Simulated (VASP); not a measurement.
# Nb (Fm-3m) in VASP: single point with LDA

Aim: the single point of Nb with LDA.

All numbers are computed with VASP 6.6.1; they aren't measurements. Logs are shortened: lines on timing, memory, paths and dates and some standing lists are left out, and cuts for length are marked.

## Step 1: The cell of the first run

Symmetry: Fm-3m, No. 225, cubic system. Conventional cell: a = 4.137 Å, b = 4.137 Å, c = 4.137 Å, α = 90.00°, β = 90.00°, γ = 90.00°. Within 3.9 Å of Nb (site symmetry m-3m) lie 12 Nb at 2.93 Å.

## Step 2: Single point, LDA

INCAR reads:

```
PREC = Accurate ; ENCUT = 520
EDIFF = 1E-6 ; ISMEAR = -1
SIGMA = 0.13605693000000002 ; LREAL = False
LASPH = True ; NELM = 60
ALGO = Normal ; ISIF = 2
LWAVE = False ; LCHARG = True
LELF = True ; LVHAR = True
NBANDS = 12
```

KPOINTS reads:

```
Automatic mesh
0
Gamma
  14 14 14
```

POSCAR reads:

```
Nb
1.0
    0.0000000000      2.0683461316      2.0683461316
    2.0683461316      0.0000000000      2.0683461316
    2.0683461316      2.0683461316      0.0000000000
Nb
1
Direct
    0.0000000000      0.0000000000      0.0000000000
```

Potentials or basis: VASP PAW LDA potentials, release 64 (Nb_sv).

The run is started by

```bash
> cat potpaw_LDA.64/Nb_sv/POTCAR > POTCAR
> mpirun -np 1 vasp_std > vasp.out
```

OUTCAR:

```text
PREC = Accurate
   ENCUT = 520
   EDIFF = 1E-6
   ISMEAR = -1
   LREAL = False
   LASPH = True
   NELM = 60
   ISIF = 2

 ion  position               nearest neighbor table
   1  0.000  0.000  0.000-

  LATTYP: Found a face centered cubic cell.
 ALAT       =     4.1366922632

  Lattice vectors:

 A1 = (   0.0000000000,   2.0683461316,   2.0683461316)
 A2 = (   2.0683461316,   0.0000000000,   2.0683461316)
 A3 = (   2.0683461316,   2.0683461316,   0.0000000000)

Analysis of symmetry for initial positions (statically):
=====================================================================
 Subroutine PRICEL returns:
 Original cell was already a primitive cell.

 Routine SETGRP: Setting up the symmetry group for a
 face centered cubic supercell.

 Subroutine GETGRP returns: Found 48 space group operations
 (whereof 48 operations were pure point group operations)
 out of a pool of 48 trial point group operations.

The static configuration has the point symmetry O_h .

Analysis of symmetry for dynamics (positions and initial velocities):
=====================================================================
 Subroutine PRICEL returns:
 Original cell was already a primitive cell.

 Routine SETGRP: Setting up the symmetry group for a
 face centered cubic supercell.

 Subroutine GETGRP returns: Found 48 space group operations
 (whereof 48 operations were pure point group operations)
 out of a pool of 48 trial point group operations.

The dynamic configuration has the point symmetry O_h .

 Subroutine INISYM returns: Found 48 space group operations
 (whereof 48 operations are pure point group operations),
 and found     1 'primitive' translations

----------------------------------------------------------------------------------------

                                     Primitive cell

  volume of cell :      17.6970

  direct lattice vectors                    reciprocal lattice vectors
     0.000000000  2.068346132  2.068346132    -0.241739036  0.241739036  0.241739036
     2.068346132  0.000000000  2.068346132     0.241739036 -0.241739036  0.241739036
     2.068346132  2.068346132  0.000000000     0.241739036  0.241739036 -0.241739036

  length of vectors
     2.925083151  2.925083151  2.925083151     0.418704293  0.418704293  0.418704293

  position of ions in fractional coordinates (direct lattice)
     0.000000000  0.000000000  0.000000000

  ion indices of the primitive-cell ions
   primitive index   ion index
                 1           1

----------------------------------------------------------------------------------------

 KPOINTS: Automatic mesh

Automatic generation of k-mesh.
 Grid dimensions read from file:
 generate k-points for:   14   14   14

 Generating k-lattice:

  Cartesian coordinates                     Fractional coordinates (reciprocal lattice)
    -0.017267074  0.017267074  0.017267074     0.071428571  0.000000000  0.000000000
     0.017267074 -0.017267074  0.017267074     0.000000000  0.071428571  0.000000000
     0.017267074  0.017267074 -0.017267074     0.000000000  0.000000000  0.071428571

  Length of vectors
     0.029907449  0.029907449  0.029907449

  Shift w.r.t. Gamma in fractional coordinates (k-lattice)
     0.000000000  0.000000000  0.000000000

 Subroutine IBZKPT returns following result:
 ===========================================

 Found    104 irreducible k-points:

 Following reciprocal coordinates:
            Coordinates               Weight
  0.000000  0.000000  0.000000      1.000000
  0.071429  0.000000  0.000000      8.000000
  0.142857  0.000000  0.000000      8.000000
  0.214286  0.000000  0.000000      8.000000
  0.285714  0.000000  0.000000      8.000000
  0.357143  0.000000  0.000000      8.000000
[... 16 lines left out ...]
  0.214286  0.142857  0.000000     24.000000
  0.285714  0.142857  0.000000     24.000000
 [... further k-points ...]
   k-points           NKPTS =    104   k-points in BZ     NKDIM =    104   number of bands    NBANDS=     12
   number of dos      NEDOS =    301   number of ions     NIONS =      1
   total plane-waves  NPLWV =  13824
   dimension x,y,z NGX =    24 NGY =   24 NGZ =   24
   dimension x,y,z NGXF=    48 NGYF=   48 NGZF=   48
   ions per type =               1
   NGX,Y,Z   is equivalent  to a cutoff of  13.64, 13.64, 13.64 a.u.
   NGXF,Y,Z  is equivalent  to a cutoff of  27.28, 27.28, 27.28 a.u.
 SYSTEM =  unknown system
   PREC   = accura    normal or accurate (medium, high low for compatibility)
   ISTART =      0    job   : 0-new  1-cont  2-samecut
   ICHARG =      2    charge: 1-file 2-atom 10-const
   ISPIN  =      1    spin polarized calculation?
   LNONCOLLINEAR =      F non collinear calculations
   LSORBIT =      F    spin-orbit coupling
   LASPH  =      T    aspherical Exc in radial PAW
   ENCUT  =  520.0 eV  38.22 Ry    6.18 a.u.   5.44  5.44  5.44*2*pi/ulx,y,z
   NELM   =     60;   NELMIN=  2; NELMDL= -5     # of ELM steps
   EDIFF  = 0.1E-05   stopping-criterion for ELM
   LREAL  =      F    real-space projection
   EDIFFG = 0.1E-04   stopping-criterion for IOM
   NSW    =      0    number of steps for IOM
   IBRION =     -1    ionic relax: 0-MD 1-quasi-New 2-CG
   NFREE  =      0    steps in history (QN), initial steepest desc. (CG)
   ISIF   =      2    stress and relaxation
   ISYM   =      2    0-nonsym 1-usesym 2-fastsym
   POTIM  = 0.5000    time-step for ionic-motion
   TEBEG  =    0.0;   TEEND  =   0.0 temperature during run
   PSTRESS=    0.0 pullay stress
   NELECT =      13.0000    total number of electrons
   NUPDOWN=      -1.0000    fix difference up-down
   EMIN   =  10.00;   EMAX   =-10.00  energy-range for DOS
   EFERMI =   0.00;   METHOD = LEGACY
   ISMEAR =    -1;   SIGMA  =   0.14  broadening in eV -4-tet -1-fermi 0-gaus
   EFERMI_NEDOS =   21; number of points for ismear=-14 and -15
   IALGO  =     38    algorithm
   IMIX   =      4    mixing-type and parameters
     AMIX     =   0.40;   BMIX     =  1.00
     AMIX_MAG =   1.60;   BMIX_MAG =  1.00
  volume/ion in A,a.u.               =      17.70       119.43
  Fermi-wavevector in a.u.,A,eV,Ry     =   1.477144  2.791397 29.687278  2.181953
  Thomas-Fermi vector in A             =   2.591584
   LORBIT       =      0    0 simple, 1 ext, 2 COOP (PROOUT), +10 PAW based schemes
   GGA     = CA    functional components
   LHFCALC =     F    Hartree Fock is set to
   AEXX    =    0.0000 exact exchange contribution
   IVDW    =     0    specifies the selected vdW correction
   LEPSILON=     F    determine dielectric tensor
   LRPA    =     F    only Hartree local field effects (RPA)
 non-spin polarized calculation
  energy-cutoff  :      520.00
  volume of cell :       17.70
 maximum number of plane-waves:       531
 NGX is ok and might be reduce to    24
   NGX = 11   NGY = 11   NGZ = 11

 number of electron      13.0000000 magnetization

 Free energy of the ion-electron system (eV)
  ---------------------------------------------------
  ext. energy  EPLUGINS =         0.00000000
  ---------------------------------------------------
  free energy    TOTEN  =       -10.93673215 eV

  energy without entropy =      -10.84826320  energy(sigma->0) =      -10.89249768

 E-fermi :  11.6128     XC(G=0): -12.8066

 val. band max:       11.6108805861   @ k =   0.5000   0.0714   0.0000
 cond. band min:      11.6130728019   @ k =  -0.3571   0.3571   0.0714
 fundamental gap:      0.0021922159
 Fermi energy:        11.6128437242

 k-point     1 :       0.0000    0.0000    0.0000
  band No.  band energies     occupation
      1     -42.8042      2.00000
      2     -18.2252      2.00000
      3     -18.2252      2.00000
      4     -18.2252      2.00000
      5       5.2760      2.00000
      6      11.6554      0.84483
      7      11.6554      0.84483
      8      11.6554      0.84483
      9      14.4540      0.00000
     10      14.4540      0.00000
     11      23.5394      0.00000
     12      28.5123      0.00000

 k-point     2 :       0.0714    0.0000    0.0000
  band No.  band energies     occupation
      1     -42.7920      2.00000
      2     -18.3028      2.00000
      3     -18.2346      2.00000
      4     -18.2346      2.00000
      5       5.4800      2.00000
      6      11.4976      1.39977
      7      11.7494      0.53630
      8      11.7494      0.53630
      9      14.3677      0.00000
     10      14.3677      0.00000
     11      23.9518      0.00000
     12      27.7323      0.00000

 k-point     3 :       0.1429    0.0000    0.0000
  band No.  band energies     occupation
      1     -42.7577      2.00000
      2     -18.5167      2.00000
      3     -18.2609      2.00000
      4     -18.2609      2.00000
      5       6.0424      2.00000
      6      11.1403      1.93981
      7      11.9650      0.13977
      8      11.9650      0.13977
      9      14.2173      0.00000
     10      14.2173      0.00000
     11      24.9234      0.00000
     12      26.4818      0.00000

 k-point     4 :       0.2143    0.0000    0.0000
  band No.  band energies     occupation
      1     -42.7077      2.00000
      2     -18.8173      2.00000
      3     -18.2987      2.00000
      4     -18.2987      2.00000
      5       6.7919      2.00000
      6      10.8675      1.99168
      7      12.0848      0.06041
      8      12.0848      0.06041
      9      14.3049      0.00000
     10      14.3049      0.00000
     11      24.6336      0.00000
     12      26.8803      0.00000

 k-point     5 :       0.2857    0.0000    0.0000
  band No.  band energies     occupation
      1     -42.6515      2.00000
      2     -19.1401      2.00000
      3     -18.3402      2.00000
      4     -18.3402      2.00000
      5       7.3919      2.00000
      6      11.0530      1.96786
      7      11.9486      0.15633
      8      11.9486      0.15633
      9      14.8373      0.00000
     10      14.8373      0.00000
     11      23.6399      0.00000
     12      27.4179      0.00000

 k-point     6 :       0.3571    0.0000    0.0000
  band No.  band energies     occupation
      1     -42.6004      2.00000
      2     -19.4223      2.00000
      3     -18.3772      2.00000
      4     -18.3772      2.00000
      5       7.5941      2.00000
      6      11.7025      0.68196
      7      11.7025      0.68196
      8      11.8558      0.28726
      9      15.6237      0.00000
     10      15.6237      0.00000
     11      22.9309      0.00000
     12      26.1308      0.00000

 k-point     7 :       0.4286    0.0000    0.0000
  band No.  band energies     occupation
      1     -42.5646      2.00000
      2     -19.6131      2.00000
      3     -18.4026      2.00000
      4     -18.4026      2.00000
      5       7.5736      2.00000
      6      11.5080      1.36717
      7      11.5080      1.36717
      8      12.8306      0.00026
      9      16.3327      0.00000
     10      16.3327      0.00000
     11      22.6625      0.00000
     12      24.3574      0.00000

 k-point     8 :       0.5000    0.0000    0.0000
  band No.  band energies     occupation
      1     -42.5518      2.00000
      2     -19.6804      2.00000
      3     -18.4117      2.00000
      4     -18.4117      2.00000
      5       7.5454      2.00000
      6      11.4368      1.56960
      7      11.4368      1.56960
      8      13.2815      0.00001
      9      16.6258      0.00000
     10      16.6258      0.00000
     11      22.8856      0.00000
     12      23.3017      0.00000
[... 166 lines left out ...]
 k-point    20 :      -0.1429    0.0714    0.0000
  band No.  band energies     occupation
      1     -42.7329      2.00000
      2     -18.6365      2.00000
      3     -18.3322      2.00000
      4     -18.2589      2.00000
      5       6.4489      2.00000
      6      10.8718      1.99142
      7      12.0854      0.06018
      8      12.1426      0.03992
      9      13.7409      0.00000
     10      14.6133      0.00000
     11      25.4813      0.00000
     12      26.3368      0.00000

 k-point    21 :      -0.0714    0.0714    0.0000
  band No.  band energies     occupation
      1     -42.7724      2.00000
      2     -18.4089      2.00000
      3     -18.2788      2.00000
      4     -18.2373      2.00000
      5       5.8056      2.00000
      6      11.2391      1.87951
      7      11.8830      0.24149
      8      11.9307      0.17630
      9      14.0417      0.00000
     10      14.4676      0.00000
     11      24.5885      0.00000
     12      27.1057      0.00000

 k-point    22 :       0.1429    0.1429    0.0000
  band No.  band energies     occupation
      1     -42.7422      2.00000
      2     -18.5077      2.00000
      3     -18.3248      2.00000
      4     -18.3248      2.00000
      5       6.2980      2.00000
      6      10.6919      1.99770
      7      12.3107      0.01177
      8      12.3107      0.01177
      9      13.3017      0.00001
     10      14.7958      0.00000
     11      25.5987      0.00000
     12      27.5521      0.00000

 k-point    23 :       0.2143    0.1429    0.0000
  band No.  band energies     occupation
      1     -42.7049      2.00000
      2     -18.7023      2.00000
      3     -18.3736      2.00000
      4     -18.3619      2.00000
      5       6.8856      2.00000
      6      10.3079      1.99986
      7      12.3509      0.00878
      8      12.6144      0.00127
      9      13.2276      0.00001
     10      14.9815      0.00000
     11      26.5384      0.00000
     12      26.9998      0.00000

 k-point    24 :       0.2857    0.1429    0.0000
  band No.  band energies     occupation
      1     -42.6560      2.00000
      2     -18.9670      2.00000
      3     -18.4210      2.00000
      4     -18.4068      2.00000
      5       7.5824      2.00000
      6      10.0925      1.99997
      7      11.8353      0.32620
      8      12.7167      0.00060
      9      14.0222      0.00000
     10      15.3785      0.00000
     11      25.5860      0.00000
     12      28.0023      0.00000

 [... further k-points ...]
[... 5 lines left out ...]
  --------------------------------------------------------------------------------------
  -------------------------------------------------------------------------------------
  Total        0.0459489      0.0459489      0.0459489      0.0000000      0.0000000      0.0000000
  in kB        4.1599302      4.1599302      4.1599302      0.0000000      0.0000000      0.0000000
  external PRESSURE =       4.1599302 kB  Pullay stress =       0.0000000 kB

 VOLUME and BASIS-vectors are now :
 -----------------------------------------------------------------------------
  energy-cutoff  :      520.00
  volume of cell :       17.70
      direct lattice vectors                 reciprocal lattice vectors
     0.000000000  2.068346132  2.068346132    -0.241739036  0.241739036  0.241739036
     2.068346132  0.000000000  2.068346132     0.241739036 -0.241739036  0.241739036
     2.068346132  2.068346132  0.000000000     0.241739036  0.241739036 -0.241739036

 POSITION                                       TOTAL-FORCE (eV/Angst)
 -----------------------------------------------------------------------------------
      0.00000      0.00000      0.00000        -0.000000      0.000000     -0.000000
 -----------------------------------------------------------------------------------
    total drift:                                0.000000     -0.000000     -0.000000

  FREE ENERGIE OF THE ION-ELECTRON SYSTEM (eV)
  ---------------------------------------------------
  free  energy   TOTEN  =       -10.9367321460 eV

  energy  without entropy=      -10.8482632043  energy(sigma->0) =      -10.89249768
```

Run time: 7 s. Hardware: 1 thread of Intel Xeon 6975P-C (Granite Rapids), shared host; peak memory 0.14 GiB.

What came out:

| Property | Result |
| --- | --- |
| Free energy | -10.9367 eV |
| Pressure | 0.4 GPa |
